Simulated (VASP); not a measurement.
# Ga (P6/mmm) in VASP: a series of runs

The runs below take Ga through single point, relaxation of cell and atoms, with PBEsol.

Program: VASP 6.6.1. These are calculated values, not measurements. Logs are shortened: lines on timing, memory, paths and dates and some standing lists are left out, and cuts for length are marked.

### 1 The cell of the first run

It takes space group P6/mmm (No. 191, hexagonal). The conventional cell has a = 4.608 Å, b = 4.608 Å, c = 2.947 Å, α = 90.00°, β = 90.00°, γ = 120.00°. Ga (site symmetry 6/mmm) has 14 Ga at 2.95 to 3.04 Å within 3.9 Å. Within 3.5 Å of Ga (site symmetry -6m2) lie 11 Ga at 2.66 to 3.04 Å.

### 2 Single point, PBEsol

The input, INCAR:

```
ALGO = Normal
EDIFF = 1E-7
ENCUT = 520
GGA = PS
ISIF = 2
ISMEAR = -1
LASPH = True
LCHARG = False
LREAL = False
LWAVE = False
NBANDS = 26
NELM = 80
PREC = Accurate
SIGMA = 0.1
```

The input, KPOINTS:

```
k-points
0
Gamma
  11 11 14
```

The input, POSCAR:

```
Ga
1.0
    4.6077831012      0.0000000000      0.0000000000
   -2.3038915506      3.9904572208      0.0000000000
    0.0000000000      0.0000000000      2.9467625936
Ga
3
Direct
    1.0000000000      1.0000000000      0.0000000000
    0.3333333333      0.6666666667      0.5000000000
    0.6666666667      0.3333333333      0.5000000000
```

Potentials or basis: VASP PAW PBE potentials, release 64 (Ga_d).

On the command line:

```
$ cat potpaw_PBE.64/Ga_d/POTCAR > POTCAR
$ mpirun -np 1 vasp_std > vasp.out
```

OUTCAR:

```text
EDIFF = 1E-7
   ENCUT = 520
   GGA = PS
   ISIF = 2
   ISMEAR = -1
   LASPH = True
   LREAL = False
   NELM = 80
   PREC = Accurate

 ion  position               nearest neighbor table
   1  0.000  0.000  0.000-
   2  0.333  0.667  0.500-   3 2.66   3 2.66   3 2.66
   3  0.667  0.333  0.500-   2 2.66   2 2.66   2 2.66

  LATTYP: Found a hexagonal cell.
 ALAT       =     4.6077831012
 C/A-ratio  =     0.6395185122

  Lattice vectors:

 A1 = (   4.6077831012,   0.0000000000,   0.0000000000)
 A2 = (  -2.3038915506,   3.9904572208,   0.0000000000)
 A3 = (   0.0000000000,   0.0000000000,   2.9467625936)

Analysis of symmetry for initial positions (statically):
=====================================================================
 Subroutine PRICEL returns:
 Original cell was already a primitive cell.

 Routine SETGRP: Setting up the symmetry group for a
 hexagonal supercell.

 Subroutine GETGRP returns: Found 24 space group operations
 (whereof 24 operations were pure point group operations)
 out of a pool of 24 trial point group operations.

The static configuration has the point symmetry D_6h.

Analysis of symmetry for dynamics (positions and initial velocities):
=====================================================================
 Subroutine PRICEL returns:
 Original cell was already a primitive cell.

 Routine SETGRP: Setting up the symmetry group for a
 hexagonal supercell.

 Subroutine GETGRP returns: Found 24 space group operations
 (whereof 24 operations were pure point group operations)
 out of a pool of 24 trial point group operations.

The dynamic configuration has the point symmetry D_6h.

 Subroutine INISYM returns: Found 24 space group operations
 (whereof 24 operations are pure point group operations),
 and found     1 'primitive' translations

----------------------------------------------------------------------------------------

                                     Primitive cell

  volume of cell :      54.1826

  direct lattice vectors                    reciprocal lattice vectors
[... 74 lines left out ...]
   dimension x,y,z NGX =    36 NGY =   36 NGZ =   24
   dimension x,y,z NGXF=    72 NGYF=   72 NGZF=   48
   ions per type =               3
   NGX,Y,Z   is equivalent  to a cutoff of  12.99, 12.99, 13.54 a.u.
   NGXF,Y,Z  is equivalent  to a cutoff of  25.98, 25.98, 27.08 a.u.
 SYSTEM =  unknown system
   PREC   = accura    normal or accurate (medium, high low for compatibility)
   ISTART =      0    job   : 0-new  1-cont  2-samecut
   ICHARG =      2    charge: 1-file 2-atom 10-const
   ISPIN  =      1    spin polarized calculation?
   LNONCOLLINEAR =      F non collinear calculations
   LSORBIT =      F    spin-orbit coupling
   LASPH  =      T    aspherical Exc in radial PAW
   ENCUT  =  520.0 eV  38.22 Ry    6.18 a.u.   8.57  8.57  5.48*2*pi/ulx,y,z
   NELM   =     80;   NELMIN=  2; NELMDL= -5     # of ELM steps
   EDIFF  = 0.1E-06   stopping-criterion for ELM
   LREAL  =      F    real-space projection
   EDIFFG = 0.1E-05   stopping-criterion for IOM
   NSW    =      0    number of steps for IOM
   IBRION =     -1    ionic relax: 0-MD 1-quasi-New 2-CG
   NFREE  =      0    steps in history (QN), initial steepest desc. (CG)
   ISIF   =      2    stress and relaxation
   ISYM   =      2    0-nonsym 1-usesym 2-fastsym
   POTIM  = 0.5000    time-step for ionic-motion
   TEBEG  =    0.0;   TEEND  =   0.0 temperature during run
   PSTRESS=    0.0 pullay stress
   NELECT =      39.0000    total number of electrons
   NUPDOWN=      -1.0000    fix difference up-down
   EMIN   =  10.00;   EMAX   =-10.00  energy-range for DOS
   EFERMI =   0.00;   METHOD = LEGACY
   ISMEAR =    -1;   SIGMA  =   0.10  broadening in eV -4-tet -1-fermi 0-gaus
   EFERMI_NEDOS =   21; number of points for ismear=-14 and -15
   IALGO  =     38    algorithm
   IMIX   =      4    mixing-type and parameters
     AMIX     =   0.40;   BMIX     =  1.00
     AMIX_MAG =   1.60;   BMIX_MAG =  1.00
  volume/ion in A,a.u.               =      18.06       121.88
  Fermi-wavevector in a.u.,A,eV,Ry     =   1.467156  2.772524 29.287193  2.152548
  Thomas-Fermi vector in A             =   2.582808
   LORBIT       =      0    0 simple, 1 ext, 2 COOP (PROOUT), +10 PAW based schemes
   GGA     = PS    functional components
   LHFCALC =     F    Hartree Fock is set to
   AEXX    =    0.0000 exact exchange contribution
   IVDW    =     0    specifies the selected vdW correction
   LEPSILON=     F    determine dielectric tensor
   LRPA    =     F    only Hartree local field effects (RPA)
 non-spin polarized calculation
  energy-cutoff  :      520.00
  volume of cell :       54.18
 maximum number of plane-waves:      1493
 NGX is ok and might be reduce to    36
   NGX = 17   NGY = 17   NGZ = 11

 number of electron      38.9999979 magnetization

 Free energy of the ion-electron system (eV)
  ---------------------------------------------------
  ext. energy  EPLUGINS =         0.00000000
  ---------------------------------------------------
  free energy    TOTEN  =        -9.93470847 eV

  energy without entropy =       -9.89541242  energy(sigma->0) =       -9.91506045

 E-fermi :   5.7926     XC(G=0): -11.3637

 val. band max:        5.7775056260   @ k =   0.3636   0.2727   0.3571
 cond. band min:       5.8104430283   @ k =   0.3636   0.0000   0.5000
 fundamental gap:      0.0329374023
 Fermi energy:         5.7925938772

 k-point     1 :       0.0000    0.0000    0.0000
  band No.  band energies     occupation
      1      -9.2863      2.00000
      2      -9.0926      2.00000
      3      -9.0926      2.00000
      4      -9.0603      2.00000
      5      -9.0576      2.00000
      6      -9.0147      2.00000
[... 685 lines left out ...]
     25      15.7036      0.00000
     26      16.0788      0.00000

 [... further k-points ...]
[... 5 lines left out ...]
  --------------------------------------------------------------------------------------
  -------------------------------------------------------------------------------------
  Total        0.3221431      0.3221431     -0.4231553     -0.0000000     -0.0000000      0.0000000
  in kB        9.5257594      9.5257594    -12.5126862     -0.0000000     -0.0000000      0.0000000
  external PRESSURE =       2.1796109 kB  Pullay stress =       0.0000000 kB

 VOLUME and BASIS-vectors are now :
 -----------------------------------------------------------------------------
  energy-cutoff  :      520.00
  volume of cell :       54.18
      direct lattice vectors                 reciprocal lattice vectors
     4.607783101  0.000000000  0.000000000     0.217024104  0.125298925  0.000000000
    -2.303891551  3.990457221  0.000000000     0.000000000  0.250597850  0.000000000
     0.000000000  0.000000000  2.946762594     0.000000000  0.000000000  0.339355468

 POSITION                                       TOTAL-FORCE (eV/Angst)
 -----------------------------------------------------------------------------------
      0.00000      0.00000      0.00000         0.000000      0.000000     -0.000000
     -0.00000      2.66030      1.47338        -0.000000      0.000000      0.000000
      2.30389      1.33015      1.47338         0.000000     -0.000000     -0.000000
 -----------------------------------------------------------------------------------
    total drift:                                0.000000      0.000000     -0.000000

  FREE ENERGIE OF THE ION-ELECTRON SYSTEM (eV)
  ---------------------------------------------------
  free  energy   TOTEN  =        -9.9347084722 eV

  energy  without entropy=       -9.8954124245  energy(sigma->0) =       -9.91506045
```

Run time: 71 s. Hardware: 1 thread of Intel Xeon 6975P-C (Granite Rapids), shared host; peak memory 0.27 GiB.

Results:

```yaml
Free_energy: -9.9347 eV
Pressure: 0.2 GPa
```

Levels at points of the mesh, in eV from the Fermi level:
```csv
k point,band 17,band 18,band 19,band 20,band 21,band 22
"(0.00, 0.00, 0.00)",-2.49,-2.23,-1.28,-1.28,-1.09,-1.09
"(0.00, 0.00, 0.50)",-6.31,1.33,1.33,1.74,1.78,2.01
```

Caveat: the PAW data sets were made with another functional, which shifts forces and pressure a little.

### 3 Relaxation of cell and atoms, PBEsol

This run uses another cell than the first one, of 19.59 Å³/atom, 1.085 times its volume.

The input, INCAR:

```
SYSTEM = Ga
PREC = Accurate ; ENCUT = 600
EDIFF = 1E-6 ; ISMEAR = -1
SIGMA = 0.1 ; LREAL = .FALSE.
LASPH = .TRUE. ; NELM = 80
ALGO = Normal ; ISIF = 3
LWAVE = .FALSE. ; LCHARG = .FALSE.
GGA = PS ; IBRION = 2
NSW = 80 ; EDIFFG = -0.01
```

The input, KPOINTS:

```
regular mesh
0
G
  8 8 11
  0 0 0
```

The input, POSCAR:

```
Ga
1.0
    4.8020307411      0.0000000000      0.0000000000
   -2.4010153706      4.1586806116      0.0000000000
    0.0000000000      0.0000000000      2.9436448443
Ga
3
Direct
    0.0000000000      0.0000000000      0.0000000000
    0.3333333333      0.6666666667      0.5000000000
    0.6666666667      0.3333333333      0.5000000000
```

Potentials or basis: VASP PAW PBE potentials, release 64 (Ga_d).

On the command line:

```
$ cat potpaw_PBE.64/Ga_d/POTCAR > POTCAR
$ mpirun -np 1 vasp_std > vasp.out
```

OUTCAR:

```text
SYSTEM = Ga
   PREC = Accurate
   ENCUT = 600
   EDIFF = 1E-6
   ISMEAR = -1
   LREAL = .FALSE.
   LASPH = .TRUE.
   NELM = 80
   ISIF = 3
   GGA = PS
   IBRION = 2
   NSW = 80
   EDIFFG = -0.01

 ion  position               nearest neighbor table
   1  0.000  0.000  0.000-
   2  0.333  0.667  0.500-   3 2.77   3 2.77   3 2.77
   3  0.667  0.333  0.500-   2 2.77   2 2.77   2 2.77

  LATTYP: Found a hexagonal cell.
 ALAT       =     4.8020307411
 C/A-ratio  =     0.6130000000

  Lattice vectors:

 A1 = (   4.8020307411,   0.0000000000,   0.0000000000)
 A2 = (  -2.4010153706,   4.1586806116,   0.0000000000)
 A3 = (   0.0000000000,   0.0000000000,   2.9436448443)

Analysis of symmetry for initial positions (statically):
=====================================================================
 Subroutine PRICEL returns:
 Original cell was already a primitive cell.

 Routine SETGRP: Setting up the symmetry group for a
 hexagonal supercell.

[... 177 lines left out ...]
  Total       -1.5433346     -1.5433346     -1.3572169      0.0000000     -0.0000000      0.0000000
  in kB      -42.0634377    -42.0634377    -36.9908164      0.0000000     -0.0000000      0.0000000
  external PRESSURE =     -40.3725640 kB  Pullay stress =       0.0000000 kB
[... 92 lines left out ...]
  FREE ENERGIE OF THE ION-ELECTRON SYSTEM (eV)
  ---------------------------------------------------
  free  energy   TOTEN  =        -9.9237930894 eV

  energy  without entropy=       -9.8713476199  energy(sigma->0) =       -9.89757035

[... ionic steps 4 to 7 ...]

--------------------------------------- Ionic step        8  -------------------------------------------

 number of electron      38.9999990 magnetization

------------------------ aborting loop because EDIFF is reached ----------------------------------------
[... 69 lines left out ...]
--------------------------------------- Ionic step       10  -------------------------------------------

 number of electron      38.9999987 magnetization

 Free energy of the ion-electron system (eV)
  ---------------------------------------------------
  ext. energy  EPLUGINS =         0.00000000
  ---------------------------------------------------
  free energy    TOTEN  =        -9.92718005 eV

  energy without entropy =       -9.88138112  energy(sigma->0) =       -9.90428059

 E-fermi :   5.8750     XC(G=0): -11.3705

 val. band max:        5.8465020415   @ k =   0.3750   0.2500   0.0000
 cond. band min:       5.8848676569   @ k =   0.3750   0.2500   0.3636
 fundamental gap:      0.0383656154
 Fermi energy:         5.8749608915

 k-point     1 :       0.0000    0.0000    0.0000
  band No.  band energies     occupation
      1      -9.2743      2.00000
      2      -9.0807      2.00000
      3      -9.0807      2.00000
      4      -9.0654      2.00000
      5      -9.0423      2.00000
      6      -8.9983      2.00000
[... 613 lines left out ...]
     22      10.0706      0.00000
     23      10.2088      0.00000

 [... further k-points ...]
[... 5 lines left out ...]
  --------------------------------------------------------------------------------------
  -------------------------------------------------------------------------------------
  Total        0.0288241      0.0288241      0.0284811     -0.0000000      0.0000000      0.0000000
  in kB        0.8533639      0.8533639      0.8432069     -0.0000000      0.0000000      0.0000000
  external PRESSURE =       0.8499782 kB  Pullay stress =       0.0000000 kB
[... 18 lines left out ...]
  FREE ENERGIE OF THE ION-ELECTRON SYSTEM (eV)
  ---------------------------------------------------
  free  energy   TOTEN  =        -9.9271800530 eV

  energy  without entropy=       -9.8813811242  energy(sigma->0) =       -9.90428059

 reached required accuracy - stopping structural energy minimisation
```

OSZICAR:

```text
N       E                     dE             d eps       ncg     rms          rms(c)
DAV:   1     0.215161258990E+03    0.21516E+03   -0.22044E+04  2896   0.339E+03
DAV:   2     0.866668374928E+01   -0.20649E+03   -0.20465E+03  3012   0.487E+02
DAV:   3    -0.958448493410E+01   -0.18251E+02   -0.18079E+02  3075   0.128E+02
[... 90 lines left out ...]
DAV:   2    -0.992768169502E+01    0.95819E-03   -0.14631E-03  3005   0.873E-01    0.136E-01
DAV:   3    -0.992716538464E+01    0.51631E-03   -0.10500E-03  3154   0.783E-01    0.136E-02
DAV:   4    -0.992717930641E+01   -0.13922E-04   -0.20426E-04  2944   0.327E-01    0.930E-03
DAV:   5    -0.992718008825E+01   -0.78183E-06   -0.27918E-05  3643   0.753E-02    0.488E-03
DAV:   6    -0.992718005300E+01    0.35243E-07   -0.49621E-06  2722   0.453E-02
  10 F= -.99271801E+01 E0= -.99042806E+01  d E =-.346025E-02
```

CONTCAR:

```text
Ga
   1.00000000000000
     4.6087444246138576    0.0000000000022219    0.0000000000000000
    -2.3043722123529915    3.9912897513116881   -0.0000000000000001
     0.0000000000000001    0.0000000000000001    2.9419601145382455
  Ga
     3
Direct
     1.0000000000000000    0.0000000000000000    0.0000000000000000
     0.3333333332999970    0.6666666667000030    0.5000000000000000
     0.6666666667000030    0.3333333332999970    0.5000000000000000

  0.00000000E+00  0.00000000E+00  0.00000000E+00
  0.00000000E+00  0.00000000E+00  0.00000000E+00
  0.00000000E+00  0.00000000E+00  0.00000000E+00
```

Wall time 4.8 min (1 thread of Intel Xeon 6975P-C (Granite Rapids), shared host); peak memory 0.24 GiB.

Results:

| Quantity | Value |
| --- | --- |
| Free energy | -9.9272 eV |
| Relaxed volume | 18.04 Å³/atom |
| Relaxed cell | a = 4.609 Å, b = 4.609 Å, c = 2.942 Å, α = 90.00°, β = 90.00°, γ = 120.00° |
| Space group after relaxing (to 0.05 Å) | P6/mmm (No. 191) |
| Energy gained by relaxing | 22.7 meV/atom |
| Ionic steps | 10 |
| Pressure after relaxing | 0.1 GPa |

The path:
```csv
step,energy change (eV),largest force (eV/Å),pressure (GPa),volume (Å³)
1,0.0000,0.0000,-4.04,58.78
2,-0.0634,0.0000,-0.62,54.68
3,-0.0648,0.0000,0.12,54.11
4,-0.0647,0.0000,-0.15,54.20
5,-0.0650,0.0000,-0.15,54.19
6,-0.0659,0.0000,-0.11,54.18
7,-0.0676,0.0000,0.00,54.15
8,-0.0661,0.0000,0.29,54.05
9,-0.0681,0.0000,0.07,54.12
10,-0.0681,0.0000,0.08,54.12
```

Final structure:
```cif
data_structure
_symmetry_space_group_name_H-M 'P 1'
_symmetry_Int_Tables_number 1
_cell_length_a 4.6087
_cell_length_b 4.6087
_cell_length_c 2.9420
_cell_angle_alpha 90.000
_cell_angle_beta 90.000
_cell_angle_gamma 120.000
_cell_volume 54.12
loop_
_atom_site_label
_atom_site_type_symbol
_atom_site_fract_x
_atom_site_fract_y
_atom_site_fract_z
_atom_site_occupancy
Ga1 Ga 0.00000 0.00000 0.00000 1
Ga2 Ga 0.33333 0.66667 0.50000 1
Ga3 Ga 0.66667 0.33333 0.50000 1
```

Caveat: the PAW data sets were made with another functional, which shifts forces and pressure a little.
